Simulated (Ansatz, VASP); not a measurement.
# One calculation of Mg, two programs

```xyz
1
Lattice="-1.8356 1.8356 1.7049 1.8356 -1.8356 1.7049 1.8356 1.8356 -1.7049" Properties=species:S:1:pos:R:3 pbc="T T T"
Mg    0.0000    0.0000    0.0000
```

Alike in both runs: task single point; functional PBE; k mesh 18 × 18 × 18; occupations gaussian, width 0.15 eV; no spin polarisation.

|  | VASP | Ansatz |
| --- | --- | --- |
| version | VASP 6.6.1 | Ansatz 0.2.0 |
| potentials or method | VASP PAW PBE potentials, release 64 (Mg), cutoff 520 eV | scalar-relativistic, plane waves, PAW |
| valence electrons in the cell | 2 | 10 |

```tsv
	VASP	Ansatz	Ansatz less VASP
gap on the k mesh at the Fermi level (eV)	none	none	-
pressure (GPa)	-0.1	0.0	+0.12
traceless stress, the component that is largest in VASP (GPa)	0.13	0.13	+0.003
```

A gap of «none» marks a metal or a gap that the smearing closes. With one functional, cell and mesh, what is left measures potentials, basis and numerics. VASP's potentials hold 2 valence electrons a cell and Ansatz's 10, so a difference there can come from the potentials and not from the codes.
